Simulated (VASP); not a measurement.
# TaN (CsCl type) (Pm-3m) in VASP: a series of runs

TaN (CsCl type) is run at these levels: PBE; tasks: single point.

Everything below comes from runs of VASP 6.6.1. Logs are shortened: lines on timing, memory, paths and dates and some standing lists are left out, and cuts for length are marked.

**1. The cell of the first run**

Symmetry: Pm-3m, No. 221, cubic system. Conventional cell: a = 2.636 Å, b = 2.636 Å, c = 2.636 Å, α = 90.00°, β = 90.00°, γ = 90.00°. Ta (site symmetry m-3m) has 8 N at 2.28 Å and 6 Ta at 2.64 Å within 3.0 Å. Within 3.0 Å of N (site symmetry m-3m) lie 8 Ta at 2.28 Å and 6 N at 2.64 Å.

**2. Single point, PBE (9.16 Å³/atom)**

Contents of POSCAR:

```
TaN
1.0
    2.6358404671      0.0000000000      0.0000000000
    0.0000000000      2.6358404671      0.0000000000
    0.0000000000      0.0000000000      2.6358404671
Ta N
1 1
Direct
    0.0000000000      0.0000000000      0.0000000000
    0.5000000000      0.5000000000      0.5000000000
```

Contents of INCAR.step1:

```
ALGO = Normal
EDIFF = 1E-7
ENCUT = 520
GGA = PE
ISIF = 2
ISMEAR = -1
LASPH = T
LCHARG = T
LMAXMIX = 4
LREAL = F
LWAVE = F
NBANDS = 15
NELM = 100
PREC = Accurate
SIGMA = 0.05
```

Contents of KPOINTS.step1:

```
k-points
0
Gamma
  15 15 15
```

Contents of INCAR.step2:

```
ALGO = Normal
EDIFF = 1E-7
ENCUT = 520
GGA = PE
ICHARG = 11
ISIF = 2
ISMEAR = -5
LASPH = T
LCHARG = F
LMAXMIX = 4
LORBIT = 11
LREAL = F
LWAVE = F
NEDOS = 2001
NELM = 100
PREC = Accurate
SIGMA = 0.05
```

Contents of KPOINTS.step2:

```
k-points
0
Gamma
  23 23 23
```

Potentials or basis: VASP PAW PBE potentials, release 64 (Ta_pv, N).

Started as:

```
> cat potpaw_PBE.64/Ta_pv/POTCAR potpaw_PBE.64/N/POTCAR > POTCAR
> cp INCAR.step1 INCAR
> cp KPOINTS.step1 KPOINTS
> mpirun -np 1 vasp_std > vasp.out
> cp INCAR.step2 INCAR
> cp KPOINTS.step2 KPOINTS
> mpirun -np 1 vasp_std > vasp.out
```

OUTCAR:

```text
EDIFF = 1E-7
   ENCUT = 520
   GGA = PE
   ICHARG = 11
   ISIF = 2
   ISMEAR = -5
   LASPH = T
   LORBIT = 11
   LREAL = F
   NELM = 100
   PREC = Accurate

 ion  position               nearest neighbor table
   1  0.000  0.000  0.000-   2 2.28   2 2.28   2 2.28   2 2.28   2 2.28   2 2.28   2 2.28   2 2.28

   2  0.500  0.500  0.500-   1 2.28   1 2.28   1 2.28   1 2.28   1 2.28   1 2.28   1 2.28   1 2.28

  LATTYP: Found a simple cubic cell.
 ALAT       =     2.6358404671

  Lattice vectors:

 A1 = (   2.6358404671,   0.0000000000,   0.0000000000)
 A2 = (   0.0000000000,   2.6358404671,   0.0000000000)
 A3 = (   0.0000000000,   0.0000000000,   2.6358404671)

Analysis of symmetry for initial positions (statically):
=====================================================================
 Subroutine PRICEL returns:
 Original cell was already a primitive cell.

 Routine SETGRP: Setting up the symmetry group for a
 simple cubic supercell.

 Subroutine GETGRP returns: Found 48 space group operations
 (whereof 48 operations were pure point group operations)
 out of a pool of 48 trial point group operations.

The static configuration has the point symmetry O_h .

Analysis of symmetry for dynamics (positions and initial velocities):
=====================================================================
 Subroutine PRICEL returns:
 Original cell was already a primitive cell.

 Routine SETGRP: Setting up the symmetry group for a
 simple cubic supercell.

 Subroutine GETGRP returns: Found 48 space group operations
 (whereof 48 operations were pure point group operations)
 out of a pool of 48 trial point group operations.

The dynamic configuration has the point symmetry O_h .

 Subroutine INISYM returns: Found 48 space group operations
 (whereof 48 operations are pure point group operations),
 and found     1 'primitive' translations

----------------------------------------------------------------------------------------

                                     Primitive cell

  volume of cell :      18.3129

  direct lattice vectors                    reciprocal lattice vectors
     2.635840467  0.000000000  0.000000000     0.379385631  0.000000000  0.000000000
     0.000000000  2.635840467  0.000000000     0.000000000  0.379385631  0.000000000
     0.000000000  0.000000000  2.635840467     0.000000000  0.000000000  0.379385631

  length of vectors
     2.635840467  2.635840467  2.635840467     0.379385631  0.379385631  0.379385631

  position of ions in fractional coordinates (direct lattice)
     0.000000000  0.000000000  0.000000000
[... 99 lines left out ...]
     AMIX     =   0.40;   BMIX     =  1.00
     AMIX_MAG =   1.60;   BMIX_MAG =  1.00
  volume/ion in A,a.u.               =       9.16        61.79
  Fermi-wavevector in a.u.,A,eV,Ry     =   1.565053  2.957521 33.325984  2.449391
  Thomas-Fermi vector in A             =   2.667586
   LORBIT       =     11    0 simple, 1 ext, 2 COOP (PROOUT), +10 PAW based schemes
   GGA     = PE    functional components
   LHFCALC =     F    Hartree Fock is set to
   AEXX    =    0.0000 exact exchange contribution
   IVDW    =     0    specifies the selected vdW correction
   LEPSILON=     F    determine dielectric tensor
   LRPA    =     F    only Hartree local field effects (RPA)
 non-spin polarized calculation
 Fermi weights with tetrahedron method with Bloechl corrections
  energy-cutoff  :      520.00
  volume of cell :       18.31
 maximum number of plane-waves:       508
 NGX is ok and might be reduce to    20

 number of electron      15.9999994 magnetization

 Free energy of the ion-electron system (eV)
  ---------------------------------------------------
  ext. energy  EPLUGINS =         0.00000000
  ---------------------------------------------------
  free energy    TOTEN  =       -20.46189247 eV

  energy without entropy =      -20.46189247  energy(sigma->0) =      -20.46189247

 E-fermi :  10.7842     XC(G=0): -14.3472

 val. band max:       10.7929344188   @ k =   0.4783   0.2609   0.2609
 cond. band min:      10.7748492095   @ k =   0.2609   0.1739   0.1304
 fundamental gap:     -0.0180852094
 Fermi energy:        10.7842219943

 k-point     1 :       0.0000    0.0000    0.0000
  band No.  band energies     occupation
      1     -24.1519      2.00000
      2     -24.1519      2.00000
      3     -24.1519      2.00000
      4      -8.6318      2.00000
      5       5.2279      2.00000
      6       5.2279      2.00000
      7       7.8628      2.00000
      8       7.8628      2.00000
      9       7.8628      2.00000
     10      14.7469      0.00000
     11      15.3759      0.00000
     12      15.3759      0.00000
[... 331 lines left out ...]
 k-point    24 :       0.0870    0.0870    0.0000
  band No.  band energies     occupation
      1     -24.3117      2.00000
      2     -24.2733      2.00000
      3     -24.1246      2.00000
      4      -8.2453      2.00000
      5       5.1569      2.00000
      6       5.1737      2.00000
      7       7.1172      2.00000
      8       7.5207      2.00000
      9       8.4167      2.00000
     10      14.9404      0.00000
     11      15.0048      0.00000
     12      15.9662      0.00000

 [... further k-points ...]

------------------------ aborting loop because EDIFF is reached ----------------------------------------

  FORCE on cell =-STRESS in cart. coord.  units (eV):
  Direction    XX          YY          ZZ          XY          YZ          ZX
  --------------------------------------------------------------------------------------
  -------------------------------------------------------------------------------------
  Total        6.2216648      6.2216648      6.2216648     -0.0000000     -0.0000000      0.0000000
  in kB      544.3269389    544.3269389    544.3269389     -0.0000000     -0.0000000      0.0000000
  external PRESSURE =     544.3269389 kB  Pullay stress =       0.0000000 kB

 VOLUME and BASIS-vectors are now :
 -----------------------------------------------------------------------------
  energy-cutoff  :      520.00
  volume of cell :       18.31
      direct lattice vectors                 reciprocal lattice vectors
     2.635840467  0.000000000  0.000000000     0.379385631  0.000000000  0.000000000
     0.000000000  2.635840467  0.000000000     0.000000000  0.379385631  0.000000000
     0.000000000  0.000000000  2.635840467     0.000000000  0.000000000  0.379385631

 POSITION                                       TOTAL-FORCE (eV/Angst)
 -----------------------------------------------------------------------------------
      0.00000      0.00000      0.00000         0.000000      0.000000      0.000000
      1.31792      1.31792      1.31792         0.000000      0.000000      0.000000
 -----------------------------------------------------------------------------------
    total drift:                               -0.000000      0.000000      0.000000

  FREE ENERGIE OF THE ION-ELECTRON SYSTEM (eV)
  ---------------------------------------------------
  free  energy   TOTEN  =       -20.4618924672 eV

  energy  without entropy=      -20.4618924672  energy(sigma->0) =      -20.46189247

 total charge

# of ion       s       p       d       tot
------------------------------------------
    1        0.331   6.254   2.735   9.320
    2        1.230   2.551   0.000   3.781
--------------------------------------------------
tot          1.561   8.805   2.735  13.101
```

OSZICAR.step1:

```text
N       E                     dE             d eps       ncg     rms          rms(c)
DAV:   1     0.963478896414E+02    0.96348E+02   -0.85564E+03  3614   0.113E+03
DAV:   2    -0.200167629455E+02   -0.11636E+03   -0.10916E+03  4405   0.309E+02
DAV:   3    -0.226902464557E+02   -0.26735E+01   -0.26631E+01  4048   0.457E+01
DAV:   4    -0.226981599479E+02   -0.79135E-02   -0.79122E-02  4735   0.276E+00
DAV:   5    -0.226981898463E+02   -0.29898E-04   -0.29898E-04  4028   0.154E-01    0.266E+01
DAV:   6    -0.205106672794E+02    0.21875E+01   -0.34218E+00  4307   0.217E+01    0.119E+01
DAV:   7    -0.204773320266E+02    0.33335E-01   -0.37734E-01  3677   0.529E+00    0.798E+00
DAV:   8    -0.204578768579E+02    0.19455E-01   -0.82801E-02  4440   0.254E+00    0.181E+00
DAV:   9    -0.204535020898E+02    0.43748E-02   -0.77624E-03  4104   0.729E-01    0.155E-01
DAV:  10    -0.204535187283E+02   -0.16638E-04   -0.57103E-04  4209   0.280E-01    0.795E-02
DAV:  11    -0.204534820600E+02    0.36668E-04   -0.64256E-05  4146   0.812E-02    0.147E-02
DAV:  12    -0.204534815403E+02    0.51971E-06   -0.63974E-06  4022   0.244E-02    0.381E-03
DAV:  13    -0.204534811792E+02    0.36109E-06   -0.89646E-08  3191   0.426E-03    0.273E-03
DAV:  14    -0.204534811188E+02    0.60379E-07   -0.19353E-08  1919   0.138E-03
   1 F= -.20453481E+02 E0= -.20451201E+02  d E =-.455964E-02
```

Run time: 89 s. Hardware: 1 thread of Intel Xeon 8259CL, shared host; peak memory 0.21 GiB.

What came out:

| Property | Result |
| --- | --- |
| Valence electrons inside the program's atomic spheres | Ta 9.32; N 3.78 |

Caveat: spin-orbit coupling is left out, which moves the levels of the heavy elements; tetrahedron occupations give inexact forces and stress in metals.

**3. Single point, PBE**

This run uses another cell than the first one, of 10.41 Å³/atom.

Contents of POSCAR:

```
TaN
1.0
    2.7505839039      0.0000000000      0.0000000000
    0.0000000000      2.7505839039      0.0000000000
    0.0000000000      0.0000000000      2.7505839039
Ta N
1 1
Direct
    0.0000000000      0.0000000000      0.0000000000
    0.5000000000      0.5000000000      0.5000000000
```

Contents of INCAR.step1:

```
  ALGO = Normal
  EDIFF = 1E-7
  ENCUT = 520
  GGA = PE
  ISIF = 2
  ISMEAR = -1
  LASPH = True
  LCHARG = True
  LMAXMIX = 4
  LREAL = False
  LWAVE = False
  NBANDS = 15
  NELM = 80
  PREC = Accurate
  SIGMA = 0.05
```

KPOINTS.step1 is that of step 2.

Contents of INCAR.step2:

```
  ALGO = Normal
  EDIFF = 1E-7
  ENCUT = 520
  GGA = PE
  ICHARG = 11
  ISIF = 2
  ISMEAR = -5
  LASPH = True
  LCHARG = False
  LMAXMIX = 4
  LORBIT = 11
  LREAL = False
  LWAVE = False
  NBANDS = 15
  NEDOS = 2001
  NELM = 80
  PREC = Accurate
  SIGMA = 0.05
```

KPOINTS.step2 is that of step 2.

Potentials or basis: VASP PAW PBE potentials, release 64 (Ta_pv, N).

Started as:

```
> cat potpaw_PBE.64/Ta_pv/POTCAR potpaw_PBE.64/N/POTCAR > POTCAR
> cp INCAR.step1 INCAR
> cp KPOINTS.step1 KPOINTS
> mpirun -np 1 vasp_std > vasp.out
> cp INCAR.step2 INCAR
> cp KPOINTS.step2 KPOINTS
> mpirun -np 1 vasp_std > vasp.out
```

Wall time 2 min (1 thread of Intel Xeon 8259CL, shared host); peak memory 0.24 GiB.

Results (log left out):

```
Valence electrons inside the program's atomic spheres : Ta 9.00; N 3.67
```

Levels at points of the mesh, in eV from the Fermi level:
```tsv
k point	band 6	band 7	band 8	band 9	band 10	band 11
(0.00, 0.00, 0.00)	-4.67	-2.58	-2.58	-2.58	2.31	3.99
```

Caveat: spin-orbit coupling is left out, which moves the levels of the heavy elements; tetrahedron occupations give inexact forces and stress in metals.

**4. Single point, PBE (10.41 Å³/atom)**

This run uses another cell than the first one, of 10.41 Å³/atom.

POSCAR is that of step 3.

Contents of INCAR.step1:

```
SYSTEM = TaN
PREC = Accurate
ENCUT = 520
EDIFF = 1E-6
ISMEAR = -1
SIGMA = 0.05
LREAL = .FALSE.
LASPH = .TRUE.
NELM = 80
ALGO = Normal
ISIF = 2
LWAVE = .FALSE.
LCHARG = .TRUE.
LMAXMIX = 4
GGA = PE
NBANDS = 15
```

Contents of KPOINTS.step1:

```
Automatic mesh
0
G
  15 15 15
  0 0 0
```

Contents of INCAR.step2:

```
SYSTEM = TaN
PREC = Accurate
ENCUT = 520
EDIFF = 1E-6
ISMEAR = -5
SIGMA = 0.05
LREAL = .FALSE.
LASPH = .TRUE.
NELM = 80
ALGO = Normal
ISIF = 2
LWAVE = .FALSE.
LCHARG = .FALSE.
LMAXMIX = 4
GGA = PE
LORBIT = 11
NBANDS = 15
NEDOS = 1001
ICHARG = 11
```

Contents of KPOINTS.step2:

```
Automatic mesh
0
G
  23 23 23
  0 0 0
```

Started as:

```
> cat potpaw_PBE.64/Ta_pv/POTCAR potpaw_PBE.64/N/POTCAR > POTCAR
> cp INCAR.step1 INCAR
> cp KPOINTS.step1 KPOINTS
> mpirun -np 1 vasp_std > vasp.out
> cp INCAR.step2 INCAR
> cp KPOINTS.step2 KPOINTS
> mpirun -np 1 vasp_std > vasp.out
```

Run time: 74 s. Hardware: 1 thread of Intel Xeon 8259CL, shared host; peak memory 0.24 GiB.

The run converged. Its results:

```yaml
Valence_electrons_inside_the_program's_atomic_spheres: Ta 9.00; N 3.67
```

Levels at points of the mesh, in eV from the Fermi level:
```csv
k point,band 5,band 6,band 7,band 8,band 9,band 10,band 11,band 12
"(0.00, 0.00, 0.00)",-4.67,-4.67,-2.58,-2.58,-2.58,2.31,3.99,3.99
```

Caveat: spin-orbit coupling is left out, which moves the levels of the heavy elements; tetrahedron occupations give inexact forces and stress in metals.
